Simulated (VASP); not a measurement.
# InSe (C2) in VASP: further runs, part 2 of 2

VASP 6.6.1. Earlier steps stand in the parts before.

### Step 3. Single point, PBE (atoms displaced along a vibrational mode, the cell strained)

INCAR

```
PREC     = Accurate       # precision mode
ENCUT    = 520            # plane-wave cutoff, eV
EDIFF    = 1E-6           # SCF threshold, eV
ISMEAR   = 0              # smearing method
SIGMA    = 0.05           # smearing width, eV
LREAL    = F              # projectors in reciprocal space
LASPH    = T              # aspherical terms in the spheres
NELM     = 80             # most SCF steps
ALGO     = Normal         # electronic algorithm
ISIF     = 2              # what is computed and relaxed
LWAVE    = F              # write WAVECAR
LCHARG   = T              # write CHGCAR
GGA      = PE             # functional
LELF     = T              # ELF
LVHAR    = T            
NBANDS   = 27             # bands
```

KPOINTS

```
Automatic mesh
0
Gamma
  8 8 6
```

POSCAR

```
InSe
1.0
    5.6932864856     -2.0383523604     -0.1892107327
    5.6932864856      2.0383523604     -0.1892107327
   -1.7010794645      0.0000000000      5.5875955855
In Se
2 2
Direct
    0.8798970786      0.8959048326      0.0533034054
    0.1040951674      0.1201029214      0.9466965946
    0.6779663094      0.6546922176      0.6952062322
    0.3453077824      0.3220336906      0.3047937678
```

Potentials or basis: VASP PAW PBE potentials, release 64 (In_d, Se).

On the command line:

```sh
$ cat potpaw_PBE.64/In_d/POTCAR potpaw_PBE.64/Se/POTCAR > POTCAR
$ mpirun -np 1 vasp_std > vasp.out
```

OUTCAR:

```text
PREC = Accurate
   ENCUT = 520
   EDIFF = 1E-6
   ISMEAR = 0
   LREAL = F
   LASPH = T
   NELM = 80
   ISIF = 2
   GGA = PE

 ion  position               nearest neighbor table
   1  0.880  0.896  0.053-   4 2.64   3 2.71   4 2.76   2 2.82   2 3.63   2 3.63
   2  0.104  0.120  0.947-   3 2.64   4 2.71   3 2.76   1 2.82   1 3.63   1 3.63
   3  0.678  0.655  0.695-   2 2.64   1 2.71   2 2.76
   4  0.345  0.322  0.305-   1 2.64   2 2.71   1 2.76

  LATTYP: Found a base centered monoclinic cell.
 ALAT       =    11.3928594670
 B/A-ratio  =     0.3578298085
 C/A-ratio  =     0.5126716285
 COS(beta)  =    -0.3228560994

  Lattice vectors:

 A1 = (   5.6932864856,  -2.0383523604,  -0.1892107327)
 A2 = (   5.6932864856,   2.0383523604,  -0.1892107327)
 A3 = (  -1.7010794645,   0.0000000000,   5.5875955855)

Analysis of symmetry for initial positions (statically):
=====================================================================
 Subroutine PRICEL returns:
[... 172 lines left out ...]
  free energy    TOTEN  =       -14.05484108 eV

  energy without entropy =      -14.05484108  energy(sigma->0) =      -14.05484108

 E-fermi :   3.2997     XC(G=0):  -8.4333

 val. band max:        3.0370170014   @ k =   0.5000   0.5000   0.0000
 cond. band min:       4.1816025619   @ k =  -0.3750  -0.3750   0.1667
 fundamental gap:      1.1445855605
 Fermi energy:         3.2997247906

 k-point     1 :       0.0000    0.0000    0.0000
  band No.  band energies     occupation
      1     -11.5344      2.00000
      2     -11.4226      2.00000
      3     -11.2653      2.00000
      4     -11.2157      2.00000
      5     -11.1840      2.00000
      6     -11.1809      2.00000
[... 709 lines left out ...]
     26      10.2037      0.00000
     27      10.7812      0.00000

 [... further k-points ...]

------------------------ aborting loop because EDIFF is reached ----------------------------------------

  FORCE on cell =-STRESS in cart. coord.  units (eV):
  Direction    XX          YY          ZZ          XY          YZ          ZX
  --------------------------------------------------------------------------------------
  -------------------------------------------------------------------------------------
  Total        0.4277945      0.3515792      0.0336917      0.0000000      0.0000000      0.1928285
  in kB        5.3390618      4.3878620      0.4204871      0.0000000      0.0000000      2.4065840
  external PRESSURE =       3.3824703 kB  Pullay stress =       0.0000000 kB

 VOLUME and BASIS-vectors are now :
 -----------------------------------------------------------------------------
  energy-cutoff  :      520.00
  volume of cell :      128.38
      direct lattice vectors                 reciprocal lattice vectors
     5.693286486 -2.038352360 -0.189210733     0.088720384 -0.245296157  0.027009905
     5.693286486  2.038352360 -0.189210733     0.088720384  0.245296157  0.027009905
    -1.701079465  0.000000000  5.587595585     0.006008613  0.000000000  0.180797109

 POSITION                                       TOTAL-FORCE (eV/Angst)
 -----------------------------------------------------------------------------------
     10.01948      0.03263     -0.03816         0.045345     -0.313695      0.031748
     -0.33398      0.03263      5.24734        -0.045345     -0.313695     -0.031748
      6.40461     -0.04744      3.63238        -0.032180      0.313695      0.019000
      3.28089     -0.04744      1.57680         0.032180      0.313695     -0.019000
 -----------------------------------------------------------------------------------
    total drift:                                0.000000      0.000043      0.000000

  FREE ENERGIE OF THE ION-ELECTRON SYSTEM (eV)
  ---------------------------------------------------
  free  energy   TOTEN  =       -14.0548410813 eV

  energy  without entropy=      -14.0548410813  energy(sigma->0) =      -14.05484108
```

OSZICAR:

```text
N       E                     dE             d eps       ncg     rms          rms(c)
DAV:   1     0.331725195319E+03    0.33173E+03   -0.17352E+04  6156   0.151E+03
DAV:   2     0.257118913535E+02   -0.30601E+03   -0.29681E+03  6193   0.373E+02
DAV:   3    -0.128749955752E+02   -0.38587E+02   -0.38067E+02  7958   0.143E+02
DAV:   4    -0.145035115067E+02   -0.16285E+01   -0.16239E+01  7349   0.313E+01
DAV:   5    -0.145589418546E+02   -0.55430E-01   -0.55423E-01  8980   0.581E+00    0.621E+00
DAV:   6    -0.140681578529E+02    0.49078E+00   -0.93613E-01  8969   0.150E+01    0.380E+00
DAV:   7    -0.140518402908E+02    0.16318E-01   -0.38738E-01  8808   0.398E+00    0.127E+00
DAV:   8    -0.140526525413E+02   -0.81225E-03   -0.33829E-02  9141   0.193E+00    0.551E-01
DAV:   9    -0.140545962558E+02   -0.19437E-02   -0.71444E-03  7876   0.781E-01    0.197E-01
DAV:  10    -0.140546372775E+02   -0.41022E-04   -0.55963E-04  8033   0.206E-01    0.108E-01
DAV:  11    -0.140548288687E+02   -0.19159E-03   -0.29966E-04  7411   0.139E-01    0.277E-02
DAV:  12    -0.140548378886E+02   -0.90199E-05   -0.25128E-05  8087   0.309E-02    0.201E-02
DAV:  13    -0.140548398997E+02   -0.20112E-05   -0.10878E-05  5860   0.246E-02    0.561E-03
DAV:  14    -0.140548409363E+02   -0.10365E-05   -0.24437E-06  6015   0.158E-02    0.245E-03
DAV:  15    -0.140548410813E+02   -0.14502E-06   -0.46418E-07  4861   0.710E-03
   1 F= -.14054841E+02 E0= -.14054841E+02  d E =-.753120E-16
```

Run time: 3.7 min. Hardware: 1 thread of Intel Xeon 6975P-C (Granite Rapids), shared host; peak memory 0.54 GiB.

Results:

| Property | Result |
| --- | --- |
| Free energy | -14.0548 eV |
| Pressure | 0.3 GPa |
| Largest force | 0.319 eV/Å |
| Band gap on the k mesh | 1.14 eV (least direct gap 1.28 eV) |

Forces in eV/Å, atoms in the order of the input:
```
In   0.045 -0.314  0.032
In  -0.045 -0.314 -0.032
Se  -0.032  0.314  0.019
Se   0.032  0.314 -0.019
```

Caveat: the cell differs from its parent crystal (atoms displaced along a vibrational mode, the cell strained); spin-orbit coupling is left out, which moves the levels of the heavy elements. A k mesh can miss the band edges.
